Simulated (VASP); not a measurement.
Runs of VASP 6.6.1 on Pd. The structure is that of space group Fm-3m (No. 225), or close to it. The cells are those of the table. 

```tsv
level	cell	k mesh	smearing	gap on the mesh (eV)	pressure (GPa)
r2SCAN	a = 2.797 Å, angles 60.0°, 1 atom	15 × 15 × 15	fermi-dirac 0.1 eV	none	-5.3
PBE	a = 2.824 Å, angles 60.0°, 1 atom	47 × 47 × 47	fermi-dirac 0.0612256 eV	none	(b)
r2SCAN	a = 2.711 Å, angles 60.0°, 1 atom	15 × 15 × 15	fermi-dirac 0.1 eV	none	13.6
PBE	a = 2.769 Å, angles 60.0°, 1 atom	47 × 47 × 47	fermi-dirac 0.0612256 eV	none	(a)
r2SCAN	a = 2.740 Å, angles 60.0°, 1 atom	15 × 15 × 15	fermi-dirac 0.1 eV	none	6.0
PBE	a = 2.750 Å, angles 60.0°, 1 atom	24 × 24 × 24	fermi-dirac 0.0612256 eV	none	7.5
PBE	a = 2.806 Å, angles 60.0°, 1 atom	47 × 47 × 47	fermi-dirac 0.0612256 eV	none	-3.2
```

Alike in all rows: task single point; potentials or basis VASP PAW PBE potentials, release 64 (Pd); no spin polarisation; cutoff (eV) 520.

Task: Fill in the values left out.

Result: (a) 3.5; (b) -6.0.

Caveats: the PAW data sets were made with another functional, which shifts forces and pressure a little (some runs).

A k mesh can miss the band edges, and the runs leave out spin-orbit coupling on Pd.

A gap of «none» marks levels without a gap at the run's occupations.
